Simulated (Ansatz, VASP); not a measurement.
# TiCo in VASP and in Ansatz

Contents of INCAR:

```
SYSTEM = TiCo
PREC = Accurate
ENCUT = 520
EDIFF = 1E-6
ISMEAR = 0
SIGMA = 0.15
LREAL = .False.
LASPH = .True.
NELM = 150
ALGO = Normal
ISIF = 2
LWAVE = .False.
LCHARG = .True.
ISPIN = 2
MAGMOM = 0 0.4
LORBIT = 11
LMAXMIX = 4
GGA = PS
LELF = .True.
LVHAR = .True.
NBANDS = 22
```

KPOINTS

```
regular mesh
0
Gamma
  16 16 16
  0 0 0
```

Contents of POSCAR:

```
TiCo
1.0
    2.9861109900      0.0000000000      0.0000000000
    0.0000000000      3.0309026548      0.0000000000
    0.0000000000      0.0000000000      2.9861109900
Ti Co
1 1
Direct
    0.0000000000      0.0000000000      0.0000000000
    0.5000000000      0.5000000000      0.5000000000
```

Input for Ansatz:

```yaml
crystal:
  lattice:
    - [2.98611099, 0.0, 0.0]
    - [0.0, 3.0309026548, 0.0]
    - [0.0, 0.0, 2.98611099]
  atoms:
    - { symbol: Ti, position: [0.0, 0.0, 0.0] }
    - { symbol: Co, position: [0.5, 0.5, 0.5], spin: 0.4 }
basis:
  ecutwfc: 420
kpoints:
  mp_grid: { grid: [16, 16, 16] }
hamiltonian:
  xc: pbesol
scf:
  occupations: { method: gaussian, width: 0.15 }
output:
  forces: true
  stress: true
  eigenvalues: true
  populations: true
magnetization:
  spin_polarized: true
```

Change from the starting cell: strain +0.0150 x Voigt [0, 1, 0, 0, 0, 0], atoms carried along.

Alike in both runs: task single point; functional PBEsol; k mesh 16 × 16 × 16; occupations gaussian, width 0.15 eV; collinear spin.

```csv
,VASP,Ansatz
version,VASP 6.6.1,Ansatz 0.2.0
potentials or method,"VASP PAW PBE potentials, release 64 (Ti_sv, Co), cutoff 520 eV","scalar-relativistic, plane waves, PAW"
valence electrons in the cell,21,29
```

|  | VASP | Ansatz | Ansatz less VASP |
| --- | --- | --- | --- |
| gap on the k mesh at the Fermi level (eV) | none | none | - |
| pressure (GPa) | -11.7 | -9.8 | +1.96 |
| traceless stress, the component that is largest in VASP (GPa) | -0.40 | -1.15 | -0.746 |
| net moment per atom (μB) | 0.00 | 0.41 | +0.410 |
| size of the moment on the site where the two differ most (μB) | 0.00 | 0.91 | +0.913 |

The net moments are unlike, so the other rows may belong to different states. VASP's potentials were made for PBE, not for PBEsol. Site moments also hang on the region over which each program counts them. A gap of «none» marks a metal or a gap that the smearing closes. VASP's potentials hold 21 valence electrons a cell and Ansatz's 29, so a difference there can come from the potentials and not from the codes.
